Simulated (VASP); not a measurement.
Runs of VASP 6.6.1 on PbS. The structure is that of space group Fm-3m (No. 225), or close to it. The cells are those of the table. 

| level | cell | k mesh | gap on the mesh (eV) | pressure (GPa) |
| --- | --- | --- | --- | --- |
| PBE | a = 4.225 Å, angles 60.0°, 2 atoms | 8 × 8 × 8 | (a) | (c) |
| r2SCAN | a = 4.266 Å, angles 60.0°, 2 atoms | 6 × 6 × 6 | 0.81 | -1.6 |
| r2SCAN | a = 4.307 Å, angles 60.0°, 2 atoms | 6 × 6 × 6 | 0.89 | -3.0 |
| r2SCAN | a = 4.225 Å, angles 60.0°, 2 atoms | 8 × 8 × 8 | 0.70 | 0.0 |
| PBE | a = 4.290 Å, angles 60.0°, 2 atoms | 6 × 6 × 6 | 0.59 | (b) |

Alike in all rows: task single point; potentials or basis VASP PAW PBE potentials, release 64 (Pb_d, S); no spin polarisation; cutoff (eV) 520; smearing gaussian 0.01 eV.

Problem. Fill in the values left out.

Solution. (a) 0.44; (b) -1.5; (c) 0.9.

Caveats: spin-orbit coupling is left out, which moves the levels of the heavy elements; the PAW data sets were made with another functional, which shifts forces and pressure a little (some runs).

A k mesh can miss the band edges, and the runs leave out spin-orbit coupling on Pb.
